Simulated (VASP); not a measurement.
Sn, 2 atoms in the cell. It takes space group P6_3/mmc (No. 194, hexagonal). Conventional cell: a = 3.543 Å, b = 3.543 Å, c = 5.887 Å, α = 90.00°, β = 90.00°, γ = 120.00°. Within 4.7 Å of Sn (site symmetry -6m2) lie 12 Sn at 3.54 to 3.58 Å.  This cell differs from its parent crystal: volume scaled by 1.12.

```yaml
Program: VASP 6.6.1
Task: single point
Functional: RPBE
Potentials_or_basis: VASP PAW PBE potentials, release 64 (Sn_d)
Cutoff: 520 eV
k_mesh: 12 × 12 × 6
Occupations: fermi-dirac, width 0.1 eV
Spin: no spin polarisation
Dipole_correction: no
Further_INCAR_settings: ALGO = Normal; EDIFF = 1e-06; NBANDS = 21
```

Potentials or basis: VASP PAW PBE potentials, release 64 (Sn_d).

Run with:

```console
$ cat potpaw_PBE.64/Sn_d/POTCAR > POTCAR
$ mpirun -np 1 vasp_std > vasp.out
```

Hardware: 1 thread of Intel(R) Xeon(R) Platinum 8375C CPU @ 2.90GHz (Ice Lake) (shared host).

**Question.** How long does it take, and how much memory?

**Answer.** Run time: 48 s on 1 thread of Intel(R) Xeon(R) Platinum 8375C CPU @ 2.90GHz (Ice Lake), on a shared host, peak memory 0.23 GiB. Counts: scf iterations 11, k points 76.
